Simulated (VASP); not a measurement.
Set up this calculation in VASP 6.6.1, as the native input.

```yaml
Task: single point
Functional: r2SCAN
Potentials_or_basis: VASP PAW PBE potentials, release 64 (Ta_pv, N)
Cutoff: 520 eV
k_mesh: 8 × 8 × 11
Occupations: fermi-dirac, width 0.1 eV
Spin: no spin polarisation
Dipole_correction: no
Further_INCAR_settings: ALGO = Normal; EDIFF = 1e-07; NBANDS = 33
```

TaN:

```
Ta N
1.0
     5.22533    0.00000    0.00000
    -2.61267    4.52527    0.00000
     0.00000    0.00000    2.92723
Ta N
3 3
Direct
  0.00000 0.00000 0.00000
  0.33333 0.66667 0.50000
  0.66666 0.33333 0.50000
  0.50000 0.00000 0.00000
  0.50000 0.50000 0.00000
  0.00000 0.50000 0.00000
```

The input as run:

POSCAR

```
TaN
1.0
    5.2253320000      0.0000000000      0.0000000000
   -2.6126660000      4.5252720000      0.0000000000
    0.0000000000      0.0000000000      2.9272330000
Ta N
3 3
Direct
    0.0000000000      0.0000000000      0.0000000000
    0.3333300000      0.6666700000      0.5000000000
    0.6666600000      0.3333300000      0.5000000000
    0.5000000000      0.0000000000      0.0000000000
    0.5000000000      0.5000000000      0.0000000000
    0.0000000000      0.5000000000      0.0000000000
```

INCAR.step1

```
SYSTEM = TaN
PREC = Accurate
ENCUT = 520
ISMEAR = -1
SIGMA = 0.1
LREAL = .False.
LASPH = .True.
NELM = 80
NBANDS = 33
GGA = PE
ALGO = Normal
EDIFF = 1E-4
LWAVE = .True.
LCHARG = .False.
```

INCAR.step2

```
SYSTEM = TaN
PREC = Accurate
ENCUT = 520
EDIFF = 1E-7
ISMEAR = -1
SIGMA = 0.1
LREAL = .False.
LASPH = .True.
NELM = 80
ALGO = Normal
ISIF = 2
LWAVE = .False.
LCHARG = .True.
METAGGA = R2SCAN
LMIXTAU = .True.
LELF = .True.
LVHAR = .True.
NBANDS = 33
ISTART = 1
```

KPOINTS

```
regular mesh
0
Gamma
  8 8 11
  0 0 0
```

Potentials or basis: VASP PAW PBE potentials, release 64 (Ta_pv, N).

Command:

```console
$ cat potpaw_PBE.64/Ta_pv/POTCAR potpaw_PBE.64/N/POTCAR > POTCAR
$ cp INCAR.step1 INCAR
$ mpirun -np 1 vasp_std > vasp.out
$ cp INCAR.step2 INCAR
$ mpirun -np 1 vasp_std > vasp.out
```

It gave:

```yaml
Pressure: 0.1 GPa
Band_gap_on_the_k_mesh: zero (bands 24 and 25 overlap by 2.08 eV)
```

Caveat: the PAW data sets were made with another functional, which shifts forces and pressure a little; spin-orbit coupling is left out, which moves the levels of the heavy elements.

Run time: 19 min on 1 thread of Intel Xeon 8259CL (shared host), peak memory 0.36 GiB.
